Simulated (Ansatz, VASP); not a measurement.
## Two plane-wave programs on Cs2CrTe6

```xyz
9
Lattice="0.0000 5.5396 5.5396 5.5396 0.0000 5.5396 5.5396 5.5396 0.0000" Properties=species:S:1:pos:R:3 pbc="T T T"
Te    2.1272    5.5396    5.5396
Te    5.5396    2.1272    5.5396
Te    8.9519    5.5396    5.5396
Te    5.5396    8.9519    5.5396
Te    5.5396    5.5396    2.1272
Te    5.5396    5.5396    8.9519
Cr    0.0000    0.0000    0.0000
Cs    2.7698    2.7698    2.7698
Cs    8.3093    8.3093    8.3093
```

Alike in both runs: task single point; functional PBE; k mesh 6 × 6 × 6; occupations gaussian, width 0.2395 eV; no spin polarisation.

|  | VASP | Ansatz |
| --- | --- | --- |
| version | VASP 6.6.1 | Ansatz 0.2.0 |
| potentials or method | VASP PAW PBE potentials, release 64 (Te, Cr_pv, Cs_sv), cutoff 500 eV | PAW plane waves |
| valence electrons in the cell | 66 | 128 |

Ansatz gave:

```
pressure (GPa)                     : 22.1
rms of the force components (eV/Å) : 4.980
```

Which values does VASP return?

Pressure (GPa): 21.9; rms of the force components (eV/Å): 4.936.

Atom by atom the forces differ by 0.044 eV/Å (rms over components). The functional is the same, so the differences come from potentials, cutoffs and numerics. VASP's potentials hold 66 valence electrons a cell and Ansatz's 128, so a difference there can come from the potentials and not from the codes.

Neither program's run includes spin-orbit coupling.
